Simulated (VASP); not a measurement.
# H3C8Cl in VASP: notebook

Runs on H3C8Cl. Level: PBEsol. Tasks: single point.

Everything below comes from runs of VASP 6.6.1. Logs are shortened: lines on timing, memory, paths and dates and some standing lists are left out, and cuts for length are marked.

**1. The cell of the first run**

The cell holds a slab with vacuum, 24 atoms: a = 5.049 Å, b = 5.049 Å, c = 15.776 Å, α = 90.00°, β = 90.00°, γ = 60.00°.

**2. Single point, PBEsol**

Input file INCAR:

```
SYSTEM = H3C8Cl
ALGO = Normal ; EDIFF = 1E-6
ENCUT = 520 ; GGA = PS
ISIF = 2 ; ISMEAR = 0
LASPH = .TRUE. ; LCHARG = .FALSE.
LREAL = Auto ; LWAVE = .FALSE.
NBANDS = 60 ; NELM = 60
PREC = Accurate ; SIGMA = 0.05
```

Input file KPOINTS:

```
k-points
0
G
  3 3 1
  0 0 0
```

Input file POSCAR:

```
H3C8Cl
1.0
    5.0487420000      0.0000000000      0.0000000000
    2.5243710000      4.3723390000      0.0000000000
    0.0000000000      0.0000000000     15.7764260000
H C Cl
6 16 2
Direct
    0.1666667848      0.1666666285      0.0633857123
    0.6666667848      0.1666666285      0.0633857123
    0.1666666285      0.6666667429      0.0633857123
    0.6666666285      0.6666667429      0.0633857123
   -0.0030088332      0.4994827711      0.3634803599
    0.5035421134      0.4994205619      0.3634805500
    0.1666667848      0.1666666285      0.1331099959
    0.6666667848      0.1666666285      0.1331099959
    0.1666666285      0.6666667429      0.1331099959
    0.6666666285      0.6666667429      0.1331099959
   -0.1666666285      0.3333332571      0.1657717027
    0.3333333715      0.3333332571      0.1657717027
   -0.1666667848      0.8333333715      0.1657717027
    0.3333332152      0.8333333715      0.1657717027
   -0.1655058607      0.3309887454      0.2641681963
    0.3310413384      0.3379248498      0.2625244146
   -0.1678540149      0.8320871277      0.2641755490
    0.3357739301      0.8320766071      0.2641726333
    0.0039029956     -0.0077770731      0.2955037472
    0.4960273785      0.0079131559      0.2949245285
   -0.0024777699      0.4995191361      0.2937920160
    0.5029444970      0.4995335449      0.2937918892
    0.0364631841     -0.0729275566      0.4097152929
    0.4665384556      0.0669325960      0.4085083022
```

Potentials or basis: VASP PAW PBE potentials, release 64 (H, C, Cl).

Launch:

```bash
$ cat potpaw_PBE.64/H/POTCAR potpaw_PBE.64/C/POTCAR potpaw_PBE.64/Cl/POTCAR > POTCAR
$ mpirun -np 1 vasp_std > vasp.out
```

OUTCAR:

```text
SYSTEM = H3C8Cl
   EDIFF = 1E-6
   ENCUT = 520
   GGA = PS
   ISIF = 2
   ISMEAR = 0
   LASPH = .TRUE.
   LREAL = Auto
   NELM = 60
   PREC = Accurate

 ion  position               nearest neighbor table
   1  0.167  0.167  0.063-   7 1.10
   2  0.667  0.167  0.063-   8 1.10
   3  0.167  0.667  0.063-   9 1.10
   4  0.667  0.667  0.063-  10 1.10
   5  0.997  0.499  0.363-  21 1.10
   6  0.504  0.499  0.363-  22 1.10
   7  0.167  0.167  0.133-   1 1.10  12 1.55  14 1.55  11 1.55
   8  0.667  0.167  0.133-   2 1.10  11 1.55  13 1.55  12 1.55
   9  0.167  0.667  0.133-   3 1.10  14 1.55  13 1.55  12 1.55
  10  0.667  0.667  0.133-   4 1.10  13 1.55  14 1.55  11 1.55
  11  0.833  0.333  0.166-   8 1.55   7 1.55  10 1.55  15 1.55
  12  0.333  0.333  0.166-  16 1.53   7 1.55   8 1.55   9 1.55
[... 8 lines left out ...]
  21  0.998  0.500  0.294-   5 1.10  15 1.52  17 1.53  16 1.54
  22  0.503  0.500  0.294-   6 1.10  15 1.52  18 1.53  16 1.54
  23  0.036  0.927  0.410-  19 1.82  24 2.60  24 2.60
  24  0.467  0.067  0.409-  20 1.81  23 2.60  23 2.60

  LATTYP: Found a hexagonal cell.
 ALAT       =     5.0487421480
 C/A-ratio  =     3.1248230822

  Lattice vectors:

 A1 = (  -2.5243710000,  -4.3723390000,   0.0000000000)
 A2 = (   5.0487420000,   0.0000000000,   0.0000000000)
 A3 = (   0.0000000000,   0.0000000000,  15.7764260000)

Analysis of symmetry for initial positions (statically):
=====================================================================
 Subroutine PRICEL returns:
 Original cell was already a primitive cell.

 Routine SETGRP: Setting up the symmetry group for a
 hexagonal supercell.

 Subroutine GETGRP returns: Found  1 space group operations
 (whereof  1 operations were pure point group operations)
 out of a pool of 24 trial point group operations.

The static configuration has the point symmetry C_1 .

Analysis of symmetry for dynamics (positions and initial velocities):
=====================================================================
 Subroutine PRICEL returns:
 Original cell was already a primitive cell.

 Routine SETGRP: Setting up the symmetry group for a
 hexagonal supercell.

 Subroutine GETGRP returns: Found  1 space group operations
 (whereof  1 operations were pure point group operations)
 out of a pool of 24 trial point group operations.

The dynamic configuration has the point symmetry C_1 .

 Subroutine INISYM returns: Found  1 space group operations
 (whereof  1 operations are pure point group operations),
 and found     1 'primitive' translations

----------------------------------------------------------------------------------------

                                     Primitive cell

  volume of cell :     348.2616

  direct lattice vectors                    reciprocal lattice vectors
     5.048742000  0.000000000  0.000000000     0.198069143 -0.114355268  0.000000000
     2.524371000  4.372339000  0.000000000     0.000000000  0.228710537  0.000000000
     0.000000000  0.000000000 15.776426000     0.000000000  0.000000000  0.063385712

  length of vectors
     5.048742000  5.048742148 15.776426000     0.228710544  0.228710537  0.063385712

  position of ions in fractional coordinates (direct lattice)
     0.166666785  0.166666629  0.063385712
     0.666666785  0.166666629  0.063385712
     0.166666629  0.666666743  0.063385712
     0.666666629  0.666666743  0.063385712
     0.996991167  0.499482771  0.363480360
     0.503542113  0.499420562  0.363480550
[... 16 lines left out ...]
     0.036463184  0.927072443  0.409715293
     0.466538456  0.066932596  0.408508302

  ion indices of the primitive-cell ions
   primitive index   ion index
                 1           1
                 2           2
                 3           3
                 4           4
                 5           5
                 6           6
[... 16 lines left out ...]
                23          23
                24          24

----------------------------------------------------------------------------------------

 KPOINTS: k-points

Automatic generation of k-mesh.
 Grid dimensions read from file:
 generate k-points for:    3    3    1

 Generating k-lattice:

  Cartesian coordinates                     Fractional coordinates (reciprocal lattice)
     0.066023048 -0.038118423  0.000000000     0.333333333 -0.000000000  0.000000000
     0.000000000  0.076236846  0.000000000     0.000000000  0.333333333  0.000000000
     0.000000000  0.000000000  0.063385712     0.000000000  0.000000000  1.000000000

  Length of vectors
     0.076236848  0.076236846  0.063385712

  Shift w.r.t. Gamma in fractional coordinates (k-lattice)
     0.000000000  0.000000000  0.000000000

 Subroutine IBZKPT returns following result:
 ===========================================

 Found      5 irreducible k-points:

 Following reciprocal coordinates:
            Coordinates               Weight
  0.000000  0.000000  0.000000      1.000000
  0.333333  0.000000  0.000000      2.000000
  0.333333  0.333333  0.000000      2.000000
  0.000000  0.333333  0.000000      2.000000
 -0.333333  0.333333  0.000000      2.000000
   k-points           NKPTS =      5   k-points in BZ     NKDIM =      5   number of bands    NBANDS=     60
   number of dos      NEDOS =    301   number of ions     NIONS =     24
   total plane-waves  NPLWV = 192000
   dimension x,y,z NGX =    40 NGY =   40 NGZ =  120
   dimension x,y,z NGXF=    80 NGYF=   80 NGZF=  240
   ions per type =               6  16   2
   NGX,Y,Z   is equivalent  to a cutoff of  13.17, 13.17, 12.65 a.u.
   NGXF,Y,Z  is equivalent  to a cutoff of  26.34, 26.34, 25.29 a.u.
 SYSTEM =  H3C8Cl
   PREC   = accura    normal or accurate (medium, high low for compatibility)
   ISTART =      0    job   : 0-new  1-cont  2-samecut
   ICHARG =      2    charge: 1-file 2-atom 10-const
   ISPIN  =      1    spin polarized calculation?
   LNONCOLLINEAR =      F non collinear calculations
   LSORBIT =      F    spin-orbit coupling
   LASPH  =      T    aspherical Exc in radial PAW
   ENCUT  =  520.0 eV  38.22 Ry    6.18 a.u.   9.39  9.39 29.33*2*pi/ulx,y,z
   NELM   =     60;   NELMIN=  2; NELMDL= -5     # of ELM steps
   EDIFF  = 0.1E-05   stopping-criterion for ELM
   LREAL  =      T    real-space projection
   EDIFFG = 0.1E-04   stopping-criterion for IOM
   NSW    =      0    number of steps for IOM
   IBRION =     -1    ionic relax: 0-MD 1-quasi-New 2-CG
   NFREE  =      0    steps in history (QN), initial steepest desc. (CG)
   ISIF   =      2    stress and relaxation
   ISYM   =      2    0-nonsym 1-usesym 2-fastsym
   POTIM  = 0.5000    time-step for ionic-motion
   TEBEG  =    0.0;   TEEND  =   0.0 temperature during run
   PSTRESS=    0.0 pullay stress
   NELECT =      84.0000    total number of electrons
   NUPDOWN=      -1.0000    fix difference up-down
   EMIN   =  10.00;   EMAX   =-10.00  energy-range for DOS
   EFERMI =   0.00;   METHOD = LEGACY
   ISMEAR =     0;   SIGMA  =   0.05  broadening in eV -4-tet -1-fermi 0-gaus
   EFERMI_NEDOS =   21; number of points for ismear=-14 and -15
   IALGO  =     38    algorithm
   IMIX   =      4    mixing-type and parameters
     AMIX     =   0.40;   BMIX     =  1.00
     AMIX_MAG =   1.60;   BMIX_MAG =  1.00
  volume/ion in A,a.u.               =      14.51        97.92
  Fermi-wavevector in a.u.,A,eV,Ry     =   1.019059  1.925743 14.129399  1.038482
  Thomas-Fermi vector in A             =   2.152552
   LORBIT       =      0    0 simple, 1 ext, 2 COOP (PROOUT), +10 PAW based schemes
   GGA     = PS    functional components
   LHFCALC =     F    Hartree Fock is set to
   AEXX    =    0.0000 exact exchange contribution
   IVDW    =     0    specifies the selected vdW correction
   LEPSILON=     F    determine dielectric tensor
   LRPA    =     F    only Hartree local field effects (RPA)
 non-spin polarized calculation
 Gauss-broadening in eV      SIGMA  =   0.05
  energy-cutoff  :      520.00
  volume of cell :      348.26
 maximum number of plane-waves:      9407
 NGX is ok and might be reduce to    40
   NGX = 19   NGY = 19   NGZ = 59

 number of electron      84.0000004 magnetization

 Free energy of the ion-electron system (eV)
  ---------------------------------------------------
  ext. energy  EPLUGINS =         0.00000000
  ---------------------------------------------------
  free energy    TOTEN  =      -177.98399808 eV

  energy without entropy =     -177.98399808  energy(sigma->0) =     -177.98399808

 E-fermi :   1.7546     XC(G=0):  -5.9371

 val. band max:        1.5345051135   @ k =   0.0000   0.0000   0.0000
 cond. band min:       3.2173950957   @ k =   0.0000   0.0000   0.0000
 fundamental gap:      1.6828899822
 Fermi energy:         1.7545618740

 k-point     1 :       0.0000    0.0000    0.0000
  band No.  band energies     occupation
      1     -19.9877      2.00000
      2     -17.7575      2.00000
      3     -15.5539      2.00000
      4     -15.4436      2.00000
      5     -14.6189      2.00000
      6     -14.4991      2.00000
[... 46 lines left out ...]
     53       7.0344      0.00000
     54       7.2307      0.00000

 k-point     2 :       0.3333    0.0000    0.0000
  band No.  band energies     occupation
      1     -19.3212      2.00000
      2     -17.3927      2.00000
      3     -17.1766      2.00000
      4     -15.9017      2.00000
      5     -15.4554      2.00000
      6     -15.1263      2.00000
[... 46 lines left out ...]
     53       7.6916      0.00000
     54       7.9438      0.00000

 k-point     3 :       0.3333    0.3333    0.0000
  band No.  band energies     occupation
      1     -19.3212      2.00000
      2     -17.3927      2.00000
      3     -17.1766      2.00000
      4     -15.9016      2.00000
      5     -15.4554      2.00000
      6     -15.1263      2.00000
[... 46 lines left out ...]
     53       7.6915      0.00000
     54       7.9438      0.00000

 k-point     4 :       0.0000    0.3333    0.0000
  band No.  band energies     occupation
      1     -19.3368      2.00000
      2     -17.5857      2.00000
      3     -16.9489      2.00000
      4     -15.8348      2.00000
      5     -15.4380      2.00000
      6     -15.3294      2.00000
[... 46 lines left out ...]
     53       7.7574      0.00000
     54       8.0215      0.00000

 k-point     5 :      -0.3333    0.3333    0.0000
  band No.  band energies     occupation
      1     -18.2233      2.00000
      2     -18.0229      2.00000
      3     -17.8013      2.00000
      4     -16.4161      2.00000
      5     -16.0257      2.00000
      6     -15.1628      2.00000
[... 46 lines left out ...]
     53       7.6779      0.00000
     54       7.7958      0.00000
 [bands above 54 left out]

------------------------ aborting loop because EDIFF is reached ----------------------------------------

  FORCE on cell =-STRESS in cart. coord.  units (eV):
  Direction    XX          YY          ZZ          XY          YZ          ZX
  --------------------------------------------------------------------------------------
  -------------------------------------------------------------------------------------
  Total       11.7726555      0.2288973     -0.7604920     -0.0002934      0.0063862      0.0005530
  in kB       54.1600914      1.0530419     -3.4986426     -0.0013496      0.0293798      0.0025440
  external PRESSURE =      17.2381636 kB  Pullay stress =       0.0000000 kB

 VOLUME and BASIS-vectors are now :
 -----------------------------------------------------------------------------
  energy-cutoff  :      520.00
  volume of cell :      348.26
      direct lattice vectors                 reciprocal lattice vectors
     5.048742000  0.000000000  0.000000000     0.198069143 -0.114355268  0.000000000
     2.524371000  4.372339000  0.000000000     0.000000000  0.228710537  0.000000000
     0.000000000  0.000000000 15.776426000     0.000000000  0.000000000  0.063385712

 POSITION                                       TOTAL-FORCE (eV/Angst)
 -----------------------------------------------------------------------------------
      1.26219      0.72872      1.00000         0.009785     -0.004840     -0.327976
      3.78656      0.72872      1.00000        -0.009806     -0.004812     -0.328045
      2.52437      2.91489      1.00000         0.000021      0.034089     -0.292642
      5.04874      2.91489      1.00000         0.000001     -0.025388     -0.292536
      6.29443      2.18391      5.73442         0.003490     -0.001325      0.038590
      3.80298      2.18364      5.73442        -0.003275      0.000392      0.038412
[... 16 lines left out ...]
      2.52437      4.05348      6.46384         0.000785      0.013288     -0.063732
      2.52439      0.29265      6.44480        -0.000921     -0.007506     -0.064516
 -----------------------------------------------------------------------------------
    total drift:                               -0.000157      0.001350     -0.042515

  FREE ENERGIE OF THE ION-ELECTRON SYSTEM (eV)
  ---------------------------------------------------
  free  energy   TOTEN  =      -177.9839980761 eV

  energy  without entropy=     -177.9839980761  energy(sigma->0) =     -177.98399808
```

Wall time 2.4 min (1 thread of Intel Xeon 6975P-C (Granite Rapids), shared host); peak memory 0.45 GiB.

Results:

```yaml
Free_energy: -177.9840 eV
Largest_force: 1.443 eV/Å
Band_gap_on_the_k_mesh: 1.68 eV, direct
```

Forces on the atoms (eV/Å):
```
H    0.010 -0.005 -0.328
H   -0.010 -0.005 -0.328
H    0.000  0.034 -0.293
H    0.000 -0.025 -0.293
H    0.003 -0.001  0.039
H   -0.003  0.000  0.038
C   -0.015  0.028  1.177
C    0.015  0.028  1.177
C    0.000 -0.024  1.392
C    0.000 -0.025  1.443
C    0.000 -0.558 -0.929
C    0.000 -0.019 -1.302
C   -0.134  0.284 -0.959
C    0.134  0.284 -0.960
C    0.003 -0.016  0.008
C   -0.002 -0.001  0.018
C   -0.003  0.009  0.008
C    0.002  0.011  0.009
C   -0.004 -0.002  0.101
C    0.004 -0.004  0.112
C    0.007  0.003 -0.002
C   -0.007 -0.001 -0.002
Cl   0.001  0.013 -0.064
Cl  -0.001 -0.008 -0.065
```

Levels at points of the mesh, in eV from the valence-band top:
```
           k point  band 39  band 40  band 41  band 42  band 43  band 44  band 45  band 46
(0.00, 0.00, 0.00)    -2.92    -1.69    -1.62     0.00     1.68     2.58     3.28     3.60
```

Caveat: the k points lie up to 0.48 Å⁻¹ apart; the PAW data sets were made with another functional, which shifts forces and pressure a little.

**3. Single point, PBEsol**

Input file INCAR:

```
SYSTEM = H3C8Cl
  ALGO = Normal
  EDIFF = 1E-6
  ENCUT = 520
  GGA = PS
  ISIF = 2
  ISMEAR = 0
  LASPH = .TRUE.
  LCHARG = .FALSE.
  LREAL = Auto
  LWAVE = .FALSE.
  NBANDS = 60
  NELM = 80
  PREC = Accurate
  SIGMA = 0.05
```

KPOINTS is that of step 2.

Input file POSCAR:

```
H3C8Cl
1.0
    5.0487420000      0.0000000000      0.0000000000
    2.5243710000      4.3723390000      0.0000000000
    0.0000000000      0.0000000000     15.7764260000
H C Cl
6 16 2
Direct
    0.1666667848      0.1666666285      0.0633857123
    0.6666667848      0.1666666285      0.0633857123
    0.1666666285      0.6666667429      0.0633857123
    0.6666666285      0.6666667429      0.0633857123
   -0.0042412807      0.5084827595      0.3660641517
    0.5030281694      0.4939438593      0.3644131440
    0.1666667848      0.1666666285      0.1331099959
    0.6666667848      0.1666666285      0.1331099959
    0.1666666285      0.6666667429      0.1331099959
    0.6666666285      0.6666667429      0.1331099959
   -0.1666666285      0.3333332571      0.1657717027
    0.3333333715      0.3333332571      0.1657717027
   -0.1666667848      0.8333333715      0.1657717027
    0.3333334133      0.8333333715      0.1657717027
   -0.1649849552      0.3352955935      0.2646825713
    0.3296893617      0.3352955935      0.2646826347
   -0.1695720947      0.8391439914      0.2703952720
    0.3359439767      0.8281114525      0.2607590591
    0.0106565348      0.0025233634      0.2925196112
    0.4868199038      0.0025233634      0.2925191041
   -0.0031413811      0.5062825641      0.2961626417
    0.5022857750      0.4954286481      0.2944673274
    0.2442948863      0.0114048796      0.4056745172
    0.7304484812      0.0390834288      0.4769752034
```

Potentials or basis: VASP PAW PBE potentials, release 64 (H, C, Cl).

Launch:

```bash
$ cat potpaw_PBE.64/H/POTCAR potpaw_PBE.64/C/POTCAR potpaw_PBE.64/Cl/POTCAR > POTCAR
$ mpirun -np 1 vasp_std > vasp.out
```

Run time: 2.4 min. Hardware: 1 thread of Intel Xeon 6975P-C (Granite Rapids), shared host; peak memory 0.45 GiB.

It converged, with:

```
Free energy            : -176.4045 eV
Largest force          : 2.206 eV/Å
Band gap on the k mesh : 1.41 eV, indirect (least direct gap 1.43 eV)
```

Forces in eV/Å, atoms in the order of the input:
```
H    0.000 -0.019 -0.297
H    0.000  0.003 -0.302
H   -0.075  0.001 -0.288
H    0.075  0.001 -0.288
H    0.000  0.000  0.033
H    0.000 -0.003  0.028
C    0.000  0.064  1.184
C    0.000  0.000  1.461
C   -0.007 -0.034  1.479
C    0.007 -0.034  1.479
C    0.190 -0.166 -0.946
C   -0.190 -0.166 -0.946
C    0.000  0.608 -0.523
C    0.000 -0.254 -2.192
C    0.001  0.002 -0.006
C   -0.001  0.002 -0.006
C    0.000  0.011 -0.005
C    0.000 -0.010  0.010
C   -0.013  0.003  0.051
C    0.013  0.003  0.051
C    0.000 -0.004  0.012
C    0.000  0.002  0.023
Cl   0.000 -0.002 -0.011
Cl   0.000 -0.008  0.000
```

Levels at points of the mesh, in eV from the valence-band top:
```csv
k point,band 39,band 40,band 41,band 42,band 43,band 44,band 45,band 46
"(0.00, 0.00, 0.00)",-0.65,-0.61,-0.60,-0.11,2.03,2.04,3.71,5.39
```

Caveat: the k points lie up to 0.48 Å⁻¹ apart; the PAW data sets were made with another functional, which shifts forces and pressure a little.

[end of part 1 of 2]
